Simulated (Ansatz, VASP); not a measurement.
# Al: VASP beside Ansatz

```
Al
1.0
     0.08855    2.02398    2.02398
     2.02398    0.08855    2.02398
     2.11253    2.11253    0.00000
Al
1
Cartesian
  0.0000 0.0000 0.0000
```

Change from the starting cell: strain +0.0875 x Voigt [0, 0, 0, 0, 0, 1], atoms carried along.

Alike in both runs: task single point; functional PBEsol; k mesh 20 × 20 × 20; occupations gaussian, width 0.15 eV; no spin polarisation.

|  | VASP | Ansatz |
| --- | --- | --- |
| version | VASP 6.6.1 | Ansatz 0.2.0 |
| potentials or method | VASP PAW PBE potentials, release 64 (Al), cutoff 520 eV | scalar-relativistic, plane waves, PAW |
| valence electrons in the cell | 3 | 3 |

Ansatz gave:

```
gap on the k mesh at the Fermi level (eV)                     : none
pressure (GPa)                                                : -1.2
traceless stress, the component that is largest in VASP (GPa) : -2.95
```

Q: Estimate VASP's values.

A: gap on the k mesh at the Fermi level (eV): none; pressure (GPa): -1.1; traceless stress, the component that is largest in VASP (GPa): -2.98.

VASP's potentials were made for PBE, not for PBEsol. A gap of «none» marks a metal or a gap that the smearing closes.
